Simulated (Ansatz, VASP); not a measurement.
One calculation of SnO, two programs

The input INCAR:

```
PREC     = Accurate       # precision mode
ENCUT    = 520            # plane-wave cutoff, eV
EDIFF    = 1E-7           # SCF threshold, eV
ISMEAR   = 0              # smearing method
SIGMA    = 0.05           # smearing width, eV
LREAL    = F              # projectors in reciprocal space
LASPH    = T              # aspherical terms in the spheres
NELM     = 80             # most SCF steps
ALGO     = Normal         # electronic algorithm
ISIF     = 2              # what is computed and relaxed
LWAVE    = F              # write WAVECAR
LCHARG   = F              # write CHGCAR
GGA      = CA             # functional
NBANDS   = 50             # bands
```

The input KPOINTS:

```
Automatic mesh
0
Gamma
  6 8 3
```

Contents of POSCAR:

```
SnO
1.0
    0.0000000000      0.0000000000     -4.2219700000
   -3.3550050000      0.0000000000      0.0000000000
   -1.3420020000     11.3482080000      0.0000000000
Sn O
4 4
Direct
    0.4868560000     -0.3463818000      0.8659545000
    0.4868560000     -0.1463818000      0.3659545000
    0.9868560000      0.4463818000      0.1340455000
    0.9868560000      0.2463818000      0.6340455000
    0.2631430000     -0.0782500000      0.1956250000
    0.2631430000     -0.2782500000      0.6956250000
    0.7631430000      0.1782500000      0.8043750000
    0.7631430000      0.3782500000      0.3043750000
```

Input for Ansatz:

```yaml
crystal:
  lattice:
    - [0.0, 0.0, -4.22197]
    - [-3.355005, 0.0, 0.0]
    - [-1.342002, 11.348208, 0.0]
  atoms:
    - { symbol: Sn, position: [0.486856, -0.3463818, 0.8659545] }
    - { symbol: Sn, position: [0.486856, -0.1463818, 0.3659545] }
    - { symbol: Sn, position: [0.986856, 0.4463818, 0.1340455] }
    - { symbol: Sn, position: [0.986856, 0.2463818, 0.6340455] }
    - { symbol: O, position: [0.263143, -0.07825, 0.195625] }
    - { symbol: O, position: [0.263143, -0.27825, 0.695625] }
    - { symbol: O, position: [0.763143, 0.17825, 0.804375] }
    - { symbol: O, position: [0.763143, 0.37825, 0.304375] }
basis:
  ecutwfc: 420
kpoints:
  mp_grid: { grid: [6, 8, 3] }
hamiltonian:
  xc: lda
scf:
  occupations: { method: gaussian, width: 0.05 }
output:
  forces: true
  stress: true
  eigenvalues: true
```

Alike in both runs: task single point; functional LDA; k mesh 6 × 8 × 3; occupations gaussian, width 0.05 eV; no spin polarisation.

|  | VASP | Ansatz |
| --- | --- | --- |
| version | VASP 6.6.1 | Ansatz 0.2.0 |
| potentials or method | VASP PAW LDA potentials, release 64 (Sn_d, O), cutoff 520 eV | scalar-relativistic, plane waves, PAW |
| valence electrons in the cell | 80 | 80 |

Ansatz gave:

* gap on the k mesh at the Fermi level (eV): 1.11
* least direct gap on the mesh (eV): 1.11
* pressure (GPa): -5.2
* traceless stress, the component that is largest in VASP (GPa): -1.04
* rms of the force components (eV/Å): 0.326

Problem. Which values does VASP return?

Solution. gap on the k mesh at the Fermi level (eV): 1.08; least direct gap on the mesh (eV): 1.08; pressure (GPa): -5.0; traceless stress, the component that is largest in VASP (GPa): -1.02; rms of the force components (eV/Å): 0.286.

LDA's correlation is that of Perdew and Zunger in VASP and of Perdew and Wang (1992) in Ansatz. Atom by atom the forces differ by 0.042 eV/Å (rms over components).
